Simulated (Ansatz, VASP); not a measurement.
# Two plane-wave programs on MnS

```
Mn S
1.0
     0.00000    2.80000    2.80000
     2.80000    0.00000    2.80000
     2.80000    2.80000    0.00000
Mn S
1 1
Direct
  0.00000 0.00000 0.00000
  0.75000 0.75000 0.75000
```

Alike in both runs: task single point; functional PBE; k mesh 12 × 12 × 12; occupations gaussian, width 0.05 eV; collinear spin.

|  | VASP | Ansatz |
| --- | --- | --- |
| version | VASP 6.6.1 | Ansatz 0.2.0 |
| potentials or method | VASP PAW PBE potentials, release 64 (Mn_pv, S), cutoff 520 eV | scalar-relativistic, plane waves, PAW |
| valence electrons in the cell | 19 | 21 |

|  | VASP | Ansatz | Ansatz less VASP |
| --- | --- | --- | --- |
| pressure (GPa) | 1.3 | 1.3 | -0.05 |
| net moment per atom (μB) | 2.47 | 2.47 | 0.000 |
| size of the moment on the site where the two differ most (μB) | 4.34 | 4.17 | -0.172 |

Site moments also hang on the region over which each program counts them. VASP's potentials hold 19 valence electrons a cell and Ansatz's 21, so a difference there can come from the potentials and not from the codes.
